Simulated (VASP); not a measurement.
GaN:

```
CELL_PARAMETERS angstrom
3.30003 0.00000 0.00000
-1.65002 2.85791 0.00000
0.00000 0.00000 4.75588
ATOMIC_POSITIONS crystal
Ga 0.33333 0.66667 0.25000
Ga 0.66667 0.33333 0.75000
N 0.66667 0.33333 0.25000
N 0.33333 0.66667 0.75000
```

Base run:

```yaml
Program: VASP 6.6.1
Functional: PBEsol
Potentials_or_basis: VASP PAW PBE potentials, release 64 (Ga_d, N)
Cutoff: 600 eV
k_mesh: 6 × 6 × 4
Occupations: gaussian, width 0.01 eV
Spin: no spin polarisation
```

Its results: band gap on the k mesh 1.41 eV; pressure -0.3 GPa.

**Question.** The run is repeated on the same cell with these changes: dispersion from none to D4. What comes out?

**Answer.** Band gap on the k mesh 1.41 eV; pressure -3.4 GPa.

Dispersion adds attraction, which lowers the pressure at fixed volume and, as a term added to the energy, leaves the levels alone.

Caveats: the PAW data sets were made with another functional, which shifts forces and pressure a little; the cell stands under tension (at least some runs).

